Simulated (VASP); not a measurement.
Input of a VASP 6.6.1 run:

Contents of INCAR:

```
PREC = Accurate
ENCUT = 520
EDIFF = 1E-7
ISMEAR = 0
SIGMA = 0.1
LREAL = F
LASPH = T
NELM = 100
ALGO = Normal
ISIF = 2
LWAVE = F
LCHARG = F
GGA = PE
NBANDS = 14
```

File KPOINTS:

```
Automatic mesh
0
Gamma
  12 12 10
```

File POSCAR:

```
Al3H2
1.0
    4.7443750087      0.0000000000      0.0000000000
   -2.3721875044      4.1087492826      0.0000000000
    0.0000000000      0.0000000000      3.7712112587
Al H
3 2
Direct
    0.6691776229      0.6691776229      0.0000000000
    0.3308223771      0.0000000000      0.0000000000
    0.0000000000      0.3308223771      0.0000000000
    0.0000000000      0.0000000000      0.2763624490
    0.0000000000      0.0000000000      0.7236375510
```

Potentials or basis: VASP PAW PBE potentials, release 64 (Al, H).

Launch:

```bash
$ cat potpaw_PBE.64/Al/POTCAR potpaw_PBE.64/H/POTCAR > POTCAR
$ mpirun -np 1 vasp_std > vasp.out
```

(1) Predict the pressure.

(2) Estimate the band gap on the k mesh.

(3) Estimate the largest force.

Results:

(1) -0.1 GPa.

(2) zero (an odd number of electrons rules out a gap without spin polarisation).

(3) 0.006 eV/Å.
